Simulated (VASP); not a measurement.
# C (P1) in VASP: single point with r2SCAN

Aim: the single point of C with r2SCAN.

Program: VASP 6.6.1. These are calculated values, not measurements. Logs are shortened: lines on timing, memory, paths and dates and some standing lists are left out, and cuts for length are marked.

## Step 1: The cell of the first run

The typed cell holds 24 atoms: a = 5.035 Å, b = 5.035 Å, c = 7.552 Å, α = 60.00°, β = 60.00°, γ = 60.00°.

## Step 2: Single point, r2SCAN

Input file POSCAR:

```
C
1.0
    0.0000000000      3.5602482822      3.5602482822
    3.5602482822      0.0000000000      3.5602482822
    5.3403724233      5.3403724233      0.0000000000
C
24
Direct
   -0.0015566330      0.0339965054     -0.0083009192
    0.1214735506      0.1488859647      0.0722578819
   -0.0024744061     -0.0142926830      0.3227942479
    0.1074307098      0.1327986035      0.4199205266
   -0.0029313967     -0.0001762518      0.6735941269
    0.1425990436      0.1275057142      0.7323004259
    0.0133987846      0.5145809659     -0.0128835584
    0.1179117204      0.6434309684      0.0784937766
   -0.0012542665      0.4983712818      0.3408770692
    0.1444091702      0.6136986319      0.4257799494
   -0.0046888584      0.4898269339      0.6705834755
    0.1224115470      0.6234996337      0.7496880709
    0.5207413509     -0.0205953333      0.0045306765
    0.6051290048      0.1337144104      0.0863229122
    0.4740061272      0.0094008893      0.3302377363
    0.6228498195      0.1161989185      0.4198538645
    0.5157244255     -0.0183911331      0.6646601994
    0.6347419677      0.1200848834      0.7608946863
    0.4904389699      0.5013064704     -0.0014823873
    0.6390596441      0.6144040602      0.0827768112
    0.5181127421      0.4865966817      0.3449321235
    0.6205919714      0.6302028179      0.4196440477
    0.4867320655      0.5039839522      0.6691170047
    0.6151429132      0.6109676426      0.7534070999
```

Input file INCAR.step1:

```
SYSTEM = C
ALGO = Normal
EDIFF = 1E-4
ENCUT = 520
GGA = PE
ISMEAR = -1
LASPH = .True.
LCHARG = .False.
LREAL = Auto
LWAVE = .True.
NBANDS = 66
NELM = 60
PREC = Accurate
SIGMA = 0.112
```

Input file INCAR.step2:

```
SYSTEM = C
ALGO = Normal
EDIFF = 1E-6
ENCUT = 520
ISIF = 2
ISMEAR = -1
ISTART = 1
LASPH = .True.
LCHARG = .True.
LELF = .True.
LMIXTAU = .True.
LREAL = Auto
LVHAR = .True.
LWAVE = .False.
METAGGA = R2SCAN
NBANDS = 66
NELM = 60
PREC = Accurate
SIGMA = 0.112
```

Input file KPOINTS:

```
k-points
0
Gamma
  4 4 2
  0 0 0
```

Potentials or basis: VASP PAW PBE potentials, release 64 (C).

Command:

```sh
cat potpaw_PBE.64/C/POTCAR > POTCAR
cp INCAR.step1 INCAR
mpirun -np 1 vasp_std > vasp.out
cp INCAR.step2 INCAR
mpirun -np 1 vasp_std > vasp.out
```

OUTCAR:

```text
SYSTEM = C
   EDIFF = 1E-6
   ENCUT = 520
   ISIF = 2
   ISMEAR = -1
   ISTART = 1
   LASPH = .True.
   LREAL = Auto
   METAGGA = R2SCAN
   NELM = 60
   PREC = Accurate

 ion  position               nearest neighbor table
   1  0.998  0.034  0.992-   2 1.48   8 1.61   6 1.61  14 1.62
   2  0.121  0.149  0.072-   1 1.48   7 1.50   3 1.56  13 1.65
   3  0.998  0.986  0.323-  16 1.55  10 1.55   2 1.56   4 1.66
   4  0.107  0.133  0.420-   9 1.50  15 1.51   5 1.57   3 1.66
   5  0.997  1.000  0.674-  18 1.49   6 1.49  12 1.55   4 1.57
   6  0.143  0.128  0.732-   5 1.49  11 1.50  17 1.54   1 1.61
[... 16 lines left out ...]
  23  0.487  0.504  0.669-  24 1.49  12 1.50  22 1.54  18 1.58
  24  0.615  0.611  0.753-  23 1.49  19 1.51  17 1.53  11 1.56

  LATTYP: Found a face centered orthorhombic cell.
 ALAT       =     5.0349514061
 B/A-ratio  =     1.7320508076
 C/A-ratio  =     2.4494897428

  Lattice vectors:

 A1 = (   5.3403724233,   5.3403724233,   0.0000000000)
 A2 = (   1.7801241411,   5.3403724233,  -3.5602482822)
 A3 = (   0.0000000000,   3.5602482822,   3.5602482822)

Analysis of symmetry for initial positions (statically):
=====================================================================
 Subroutine PRICEL returns:
 Original cell was already a primitive cell.

 Routine SETGRP: Setting up the symmetry group for a
 face centered orthorhombic supercell.

 Subroutine GETGRP returns: Found  1 space group operations
 (whereof  1 operations were pure point group operations)
 out of a pool of  8 trial point group operations.

The static configuration has the point symmetry C_1 .

Analysis of symmetry for dynamics (positions and initial velocities):
=====================================================================
 Subroutine PRICEL returns:
 Original cell was already a primitive cell.

 Routine SETGRP: Setting up the symmetry group for a
 face centered orthorhombic supercell.

 Subroutine GETGRP returns: Found  1 space group operations
 (whereof  1 operations were pure point group operations)
 out of a pool of  8 trial point group operations.

The dynamic configuration has the point symmetry C_1 .

 Subroutine INISYM returns: Found  1 space group operations
 (whereof  1 operations are pure point group operations),
 and found     1 'primitive' translations

----------------------------------------------------------------------------------------

                                     Primitive cell

  volume of cell :     135.3824

  direct lattice vectors                    reciprocal lattice vectors
     0.000000000  3.560248282  3.560248282    -0.140439644  0.140439644  0.140439644
     3.560248282  0.000000000  3.560248282     0.140439644 -0.140439644  0.140439644
     5.340372423  5.340372423  0.000000000     0.093626429  0.093626429 -0.093626429

  length of vectors
     5.034951406  5.034951406  7.552427109     0.243248598  0.243248598  0.162165732

  position of ions in fractional coordinates (direct lattice)
     0.998443367  0.033996505  0.991699081
     0.121473551  0.148885965  0.072257882
     0.997525594  0.985707317  0.322794248
     0.107430710  0.132798603  0.419920527
     0.997068603  0.999823748  0.673594127
     0.142599044  0.127505714  0.732300426
[... 16 lines left out ...]
     0.486732066  0.503983952  0.669117005
     0.615142913  0.610967643  0.753407100

  ion indices of the primitive-cell ions
   primitive index   ion index
                 1           1
                 2           2
                 3           3
                 4           4
                 5           5
                 6           6
[... 16 lines left out ...]
                23          23
                24          24
[... 23 lines left out ...]
|                                                                             |
|           W    W    AA    RRRRR   N    N  II  N    N   GGGG   !!!           |
|           W    W   A  A   R    R  NN   N  II  NN   N  G    G  !!!           |
|           W    W  A    A  R    R  N N  N  II  N N  N  G       !!!           |
|           W WW W  AAAAAA  RRRRR   N  N N  II  N  N N  G  GGG   !            |
|           WW  WW  A    A  R   R   N   NN  II  N   NN  G    G                |
|           W    W  A    A  R    R  N    N  II  N    N   GGGG   !!!           |
|                                                                             |
|     Your reciprocal lattice and k-lattice belong to different lattice       |
|     classes:                                                                |
|                                                                             |
|        The reciprocal lattice is body-centered orthorhombic,                |
|        whereas your k-lattice is base-centered monoclinic.                  |
|                                                                             |
|     Results are often still useful ...                                      |
|                                                                             |
 -----------------------------------------------------------------------------

 WARNING: IBZKPT: internal override: KBLOWUP is changed to .FALSE.
      ... skipping the blow-up phase ...

 Subroutine IBZKPT returns following result:
 ===========================================

 Found     20 irreducible k-points:

 Following reciprocal coordinates:
            Coordinates               Weight
  0.000000  0.000000  0.000000      1.000000
  0.250000  0.000000  0.000000      2.000000
  0.500000  0.000000  0.000000      1.000000
  0.000000  0.250000  0.000000      2.000000
  0.250000  0.250000  0.000000      2.000000
  0.500000  0.250000  0.000000      2.000000
[... 12 lines left out ...]
  0.250000  0.500000  0.500000      2.000000
  0.500000  0.500000  0.500000      1.000000
   k-points           NKPTS =     20   k-points in BZ     NKDIM =     20   number of bands    NBANDS=     66
   number of dos      NEDOS =    301   number of ions     NIONS =     24
   total plane-waves  NPLWV =  89600
   dimension x,y,z NGX =    40 NGY =   40 NGZ =   56
   dimension x,y,z NGXF=    80 NGYF=   80 NGZF=  112
   ions per type =              24
   NGX,Y,Z   is equivalent  to a cutoff of  13.21, 13.21, 12.33 a.u.
   NGXF,Y,Z  is equivalent  to a cutoff of  26.41, 26.41, 24.65 a.u.
 SYSTEM =  C
   PREC   = accura    normal or accurate (medium, high low for compatibility)
   ISTART =      1    job   : 0-new  1-cont  2-samecut
   ICHARG =      0    charge: 1-file 2-atom 10-const
   ISPIN  =      1    spin polarized calculation?
   LNONCOLLINEAR =      F non collinear calculations
   LSORBIT =      F    spin-orbit coupling
   LASPH  =      T    aspherical Exc in radial PAW
   ENCUT  =  520.0 eV  38.22 Ry    6.18 a.u.   9.36  9.36 14.04*2*pi/ulx,y,z
   NELM   =     60;   NELMIN=  2; NELMDL=  0     # of ELM steps
   EDIFF  = 0.1E-05   stopping-criterion for ELM
   LREAL  =      T    real-space projection
   EDIFFG = 0.1E-04   stopping-criterion for IOM
   NSW    =      0    number of steps for IOM
   IBRION =     -1    ionic relax: 0-MD 1-quasi-New 2-CG
   NFREE  =      0    steps in history (QN), initial steepest desc. (CG)
   ISIF   =      2    stress and relaxation
   ISYM   =      2    0-nonsym 1-usesym 2-fastsym
   POTIM  = 0.5000    time-step for ionic-motion
   TEBEG  =    0.0;   TEEND  =   0.0 temperature during run
   PSTRESS=    0.0 pullay stress
   NELECT =      96.0000    total number of electrons
   NUPDOWN=      -1.0000    fix difference up-down
   EMIN   =  10.00;   EMAX   =-10.00  energy-range for DOS
   EFERMI =   0.00;   METHOD = LEGACY
   ISMEAR =    -1;   SIGMA  =   0.11  broadening in eV -4-tet -1-fermi 0-gaus
   EFERMI_NEDOS =   21; number of points for ismear=-14 and -15
   IALGO  =     38    algorithm
   IMIX   =      4    mixing-type and parameters
     AMIX     =   0.40;   BMIX     =  1.00
     AMIX_MAG =   1.60;   BMIX_MAG =  1.00
  volume/ion in A,a.u.               =       5.64        38.07
  Fermi-wavevector in a.u.,A,eV,Ry     =   1.459860  2.758735 28.996616  2.131191
  Thomas-Fermi vector in A             =   2.576377
   LORBIT       =      0    0 simple, 1 ext, 2 COOP (PROOUT), +10 PAW based schemes
   METAGGA = R2SCAN    functional components
   LHFCALC =     F    Hartree Fock is set to
   AEXX    =    0.0000 exact exchange contribution
   IVDW    =     0    specifies the selected vdW correction
   LEPSILON=     F    determine dielectric tensor
   LRPA    =     F    only Hartree local field effects (RPA)
 non-spin polarized calculation
  energy-cutoff  :      520.00
  volume of cell :      135.38
 maximum number of plane-waves:      3662
 NGX is ok and might be reduce to    40
   NGX = 19   NGY = 19   NGZ = 29

 number of electron      95.9999999 magnetization

 Free energy of the ion-electron system (eV)
  ---------------------------------------------------
  ext. energy  EPLUGINS =         0.00000000
  ---------------------------------------------------
  free energy    TOTEN  =      -232.90034657 eV

  energy without entropy =     -232.90034655  energy(sigma->0) =     -232.90034656

 E-fermi :  11.9107     XC(G=0): -14.2926

 val. band max:       10.0183990803   @ k =   0.0000   0.0000   0.0000
 cond. band min:      13.9044047760   @ k =   0.2500   0.2500   0.0000
 fundamental gap:      3.8860056958
 Fermi energy:        11.9107389124

 k-point     1 :       0.0000    0.0000    0.0000
  band No.  band energies     occupation
      1     -13.0438      2.00000
      2      -9.9358      2.00000
      3      -9.8067      2.00000
      4      -7.3241      2.00000
      5      -7.2514      2.00000
      6      -7.1201      2.00000
[... 1249 lines left out ...]
     59      18.2421      0.00000
     60      18.5778      0.00000
 [bands above 60 left out]

------------------------ aborting loop because EDIFF is reached ----------------------------------------

  FORCE on cell =-STRESS in cart. coord.  units (eV):
  Direction    XX          YY          ZZ          XY          YZ          ZX
  --------------------------------------------------------------------------------------
  -------------------------------------------------------------------------------------
  Total        3.9303773      3.0809801      3.7942026      1.0798023     -0.0711952      0.0795146
  in kB       46.5138955     36.4617374     44.9023411     12.7788779     -0.8425563      0.9410128
  external PRESSURE =      42.6259913 kB  Pullay stress =       0.0000000 kB

 VOLUME and BASIS-vectors are now :
 -----------------------------------------------------------------------------
  energy-cutoff  :      520.00
  volume of cell :      135.38
      direct lattice vectors                 reciprocal lattice vectors
     0.000000000  3.560248282  3.560248282    -0.140439644  0.140439644  0.140439644
     3.560248282  0.000000000  3.560248282     0.140439644 -0.140439644  0.140439644
     5.340372423  5.340372423  0.000000000     0.093626429  0.093626429 -0.093626429

 POSITION                                       TOTAL-FORCE (eV/Angst)
 -----------------------------------------------------------------------------------
      5.41708      8.85075      3.67574        -2.733613      0.075544     -3.078696
      0.91595      0.81836      0.96255        -1.757852      3.251761     -1.345042
      5.23320      5.27528      7.06080         3.961580      1.769395      2.091824
      2.71533      2.62501      0.85528        -1.721977     -0.261333     -0.681491
      7.15686      7.14706      7.10943        -2.258293     -1.488332      0.877422
      4.36471      4.41845      0.96164         3.042974      2.357914     -2.148773
[... 16 lines left out ...]
      5.36764      5.30622      3.52720        -1.425899      1.430607      0.139377
      6.19867      6.21354      4.36526         0.803762      0.633445      2.462653
 -----------------------------------------------------------------------------------
    total drift:                               -0.011998      0.016347      0.006704

  FREE ENERGIE OF THE ION-ELECTRON SYSTEM (eV)
  ---------------------------------------------------
  free  energy   TOTEN  =      -232.9003465689 eV

  energy  without entropy=     -232.9003465514  energy(sigma->0) =     -232.90034656
```

Run time: 11 min. Hardware: 1 thread of Intel Xeon Platinum 8488C (Sapphire Rapids), shared host; peak memory 0.33 GiB.

Results:

```
Free energy            : -232.9003 eV
Pressure               : 4.3 GPa
Largest force          : 4.817 eV/Å
Band gap on the k mesh : 3.89 eV (least direct gap 4.24 eV)
```

Forces in eV/Å, atoms in the order of the input:
```
C   -2.734  0.076 -3.079
C   -1.758  3.252 -1.345
C    3.962  1.769  2.092
C   -1.722 -0.261 -0.681
C   -2.258 -1.488  0.877
C    3.043  2.358 -2.149
C    1.826  0.976 -2.855
C    0.748  1.335  0.554
C   -0.309 -1.243  1.077
C   -1.179 -4.286 -0.903
C    0.052 -0.256  2.199
C    0.336 -0.708  0.302
C    2.119 -3.626 -0.204
C   -1.132  1.556  1.607
C    0.793  3.196  1.121
C   -1.431  0.132  0.583
C    1.947 -0.388  0.310
C   -2.030 -2.687 -1.338
C    1.170  0.855  0.360
C    0.940 -0.504 -0.672
C   -1.648 -3.012 -0.761
C   -0.114  0.889  0.302
C   -1.426  1.431  0.139
C    0.804  0.633  2.463
```

Stress tensor (GPa, compression positive):
```
 4.65  1.28  0.09
 1.28  3.65 -0.08
 0.09 -0.08  4.49
```

Caveat: the k points lie up to 0.51 Å⁻¹ apart; the atoms stand as in a frame of molecular dynamics; the PAW data sets were made with another functional, which shifts forces and pressure a little. A k mesh can miss the band edges.
